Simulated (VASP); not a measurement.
Input of a VASP 6.6.1 run:

INCAR

```
SYSTEM = AlRu4
ALGO     = Fast           ! electronic algorithm
EDIFF    = 1E-7           ! SCF threshold, eV
EDIFFG   = -0.01          ! ionic threshold
ENCUT    = 600            ! plane-wave cutoff, eV
GGA      = PE             ! functional
IBRION   = 2              ! ionic algorithm
ISIF     = 3              ! what is computed and relaxed
ISMEAR   = 0              ! smearing method
LASPH    = .TRUE.         ! aspherical terms in the spheres
LCHARG   = .FALSE.        ! write CHGCAR
LREAL    = .FALSE.        ! projectors in reciprocal space
LWAVE    = .FALSE.        ! write WAVECAR
NELM     = 80             ! most SCF steps
NSW      = 100            ! ionic steps
PREC     = Accurate       ! precision mode
SIGMA    = 0.1            ! smearing width, eV
```

Contents of KPOINTS:

```
k-points
0
G
  10 10 10
  0 0 0
```

The input POSCAR:

```
AlRu4
1.0
    4.3549410032      0.0000000000      0.0000000000
    0.0000000000      4.3549410032      0.0000000000
    0.0000000000      0.0000000000      4.3549410032
Al Ru
1 4
Direct
    0.0000000000      0.0000000000      0.0000000000
    0.2994103804      0.7005896196      0.7005896196
    0.7005896196      0.2994103804      0.7005896196
    0.7005896196      0.7005896196      0.2994103804
    0.2994103804      0.2994103804      0.2994103804
```

Potentials or basis: VASP PAW PBE potentials, release 64 (Al, Ru_pv).

Run with:

```sh
$ cat potpaw_PBE.64/Al/POTCAR potpaw_PBE.64/Ru_pv/POTCAR > POTCAR
$ mpirun -np 1 vasp_std > vasp.out
```

Problem. Predict the relaxed volume.

Solution. 16.55 Å³/atom.

Problem. Predict the band gap on the k mesh.

Solution. Zero (an odd number of electrons rules out a gap without spin polarisation).

Problem. What does it give for the relaxed cell?

Solution. a = 4.358 Å, b = 4.358 Å, c = 4.358 Å, α = 90.00°, β = 90.00°, γ = 90.00°.

Problem. Estimate the space group after relaxing (to 0.1 Å).

Solution. P-43m (No. 215).

Final structure:
```
Al Ru
1.0
     4.35762    0.00000    0.00000
     0.00000    4.35762    0.00000
     0.00000    0.00000    4.35762
Al Ru
1 4
Direct
  0.00000 0.00000 0.00000
  0.29966 0.70034 0.70034
  0.70034 0.29966 0.70034
  0.70034 0.70034 0.29966
  0.29966 0.29966 0.29966
```
